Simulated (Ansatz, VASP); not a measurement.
## Two plane-wave programs on Co

Contents of INCAR:

```
SYSTEM = Co
  ALGO = Normal
  EDIFF = 1E-6
  ENCUT = 520
  GGA = PE
  ISIF = 2
  ISMEAR = -1
  ISPIN = 2
  LASPH = .TRUE.
  LCHARG = .TRUE.
  LELF = .TRUE.
  LMAXMIX = 4
  LORBIT = 11
  LREAL = .FALSE.
  LVHAR = .TRUE.
  LWAVE = .FALSE.
  MAGMOM = 2
  NBANDS = 14
  NELM = 150
  PREC = Accurate
  SIGMA = 0.05
```

The input KPOINTS:

```
k-points
0
G
  13 13 13
  0 0 0
```

File POSCAR:

```
Co
1.0
   -1.4162930000      1.3836180000      1.4262450000
    1.4125490000     -1.3717320000      1.4106140000
    1.4131360000      1.3685750000     -1.4143590000
Co
1
Direct
   -0.0071360000     -0.0030130000     -0.0029040000
```

File input.yaml:

```yaml
crystal:
  lattice:
    - [-1.416293, 1.383618, 1.426245]
    - [1.412549, -1.371732, 1.410614]
    - [1.413136, 1.368575, -1.414359]
  atoms:
    - { symbol: Co, position: [-0.007136, -0.003013, -0.002904], spin: 2.0 }
hamiltonian:
  xc: pbe
  pseudopotentials: { kind: paw }
magnetization:
  spin_polarized: true
kpoints:
  mp_grid: { grid: [13, 13, 13] }
scf:
  occupations: { method: fermi_dirac, width: 0.05 }
output:
  forces: true
  stress: true
  eigenvalues: true
```

Change from the starting cell: cell strained at random at fixed volume.

Alike in both runs: task single point; functional PBE; k mesh 13 × 13 × 13; occupations fermi-dirac, width 0.05 eV; collinear spin.

|  | VASP | Ansatz |
| --- | --- | --- |
| version | VASP 6.6.1 | Ansatz 0.2.0 |
| potentials or method | VASP PAW PBE potentials, release 64 (Co) | Ansatz PAW |
| plane-wave cutoff (eV) | 520 | 420 |
| valence electrons in the cell | 9 | 17 |

```csv
,VASP,Ansatz,Ansatz less VASP
gap on the k mesh at the Fermi level (eV),none,none,-
pressure (GPa),-0.1,0.6,+0.73
"traceless stress, the component that is largest in VASP (GPa)",-1.17,-1.18,-0.018
net moment per atom (μB),1.69,1.71,+0.020
size of the moment on the site where the two differ most (μB),1.71,1.78,+0.066
```

Site moments also hang on the region over which each program counts them. A gap of «none» marks a metal or a gap that the smearing closes. VASP's potentials hold 9 valence electrons a cell and Ansatz's 17, so a difference there can come from the potentials and not from the codes.
